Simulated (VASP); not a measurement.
CdSe: vibrations by perturbation theory with PBEsol

CdSe:

```xyz
4
Lattice="4.3011 0.0000 0.0000 -2.1505 3.7248 0.0000 0.0000 0.0000 7.0220" Properties=species:S:1:pos:R:3 pbc="T T T"
Cd    0.0000    2.4832    0.0330
Cd    2.1505    1.2416    3.5439
Se    0.0000    2.4832    2.6705
Se    2.1505    1.2416    6.1815
```

```
Program                : VASP 6.6.1
Task                   : vibrations by perturbation theory
Functional             : PBEsol
Potentials or basis    : VASP PAW PBE potentials, release 64 (Cd, Se)
Cutoff                 : 520 eV
k mesh                 : 6 × 6 × 4
Occupations            : gaussian, width 0.01 eV
Spin                   : no spin polarisation
Dipole correction      : no
Further INCAR settings : ALGO = Normal; EDIFF = 1e-08; IBRION = 8; NSW = 1
```

* Highest phonon frequency at Γ, LO-TO splitting left out: 186 cm⁻¹

Phonon frequencies in cm⁻¹ (negative: imaginary):
```
              q point                              frequencies
(0.000, 0.000, 0.000)  0 0 0 32 32 122 167 172 172 174 174 186
```

Wall time 8.1 min on 1 thread of AMD EPYC 9R45 96-Core Processor (Zen 5), with other jobs on the host, peak memory 0.53 GiB.
